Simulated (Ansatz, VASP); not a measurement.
# Two plane-wave programs on Mg

```
Mg
1.0
    -1.93191    1.93191    1.50689
     1.93191   -1.93191    1.50689
     1.93191    1.93191   -1.50689
Mg
1
Cartesian
  0.0000 0.0000 0.0000
```

Alike in both runs: task single point; functional PBEsol; k mesh 26 × 26 × 26; occupations gaussian, width 0.15 eV; no spin polarisation.

```csv
,VASP,Ansatz
version,VASP 6.6.1,Ansatz 0.2.0
potentials or method,"VASP PAW PBE potentials, release 64 (Mg), cutoff 520 eV","scalar-relativistic, plane waves, PAW"
valence electrons in the cell,2,10
```

```tsv
	VASP	Ansatz	Ansatz less VASP
gap on the k mesh at the Fermi level (eV)	none	none	-
pressure (GPa)	1.1	1.1	+0.03
traceless stress, the component that is largest in VASP (GPa)	3.71	3.68	-0.035
```

VASP's potentials were made for PBE, not for PBEsol. A gap of «none» marks a metal or a gap that the smearing closes. The functional is the same, so the differences come from potentials, cutoffs and numerics. VASP's potentials hold 2 valence electrons a cell and Ansatz's 10, so a difference there can come from the potentials and not from the codes.
